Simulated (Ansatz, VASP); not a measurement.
# One calculation of Pt, two programs

```
Pt
1.0
     2.77469    0.00000    0.00000
     1.38734    2.40295    0.00000
     0.00000    0.00000   28.59313
Pt
7
Direct
  0.00000 0.00000 0.26001
  0.33333 0.33333 0.34080
  0.66667 0.66667 0.42043
  0.00000 0.00000 0.50000
  0.33333 0.33333 0.57957
  0.66667 0.66667 0.65920
  0.00000 0.00000 0.73999
```

Alike in both runs: functional r2SCAN; k mesh 16 × 16 × 1; occupations gaussian, width 0.1 eV; no spin polarisation.

Ansatz relaxed the structure, and its values are those at the end. VASP's run is a single point on that final structure, the one shown.

|  | VASP | Ansatz |
| --- | --- | --- |
| version | VASP 6.6.1 | Ansatz 0.2.0 |
| potentials or method | VASP PAW PBE potentials, release 64 (Pt) | scalar-relativistic, plane waves, PAW |
| plane-wave cutoff (eV) | 520 | 500 |
| valence electrons in the cell | 70 | 126 |

Ansatz gave:

| Quantity | Value |
| --- | --- |
| gap on the k mesh at the Fermi level (eV) | none |
| rms of the force components (eV/Å) | 0.001 |

Problem. What did VASP give for the same quantities?

Solution. gap on the k mesh at the Fermi level (eV): none; rms of the force components (eV/Å): 0.006.

VASP's potentials were made for PBE, not for r2SCAN. A gap of «none» marks a metal or a gap that the smearing closes. VASP's potentials hold 70 valence electrons a cell and Ansatz's 126, so a difference there can come from the potentials and not from the codes. Ansatz's warnings: xc potential rough in thin density.

Neither program's run includes spin-orbit coupling.
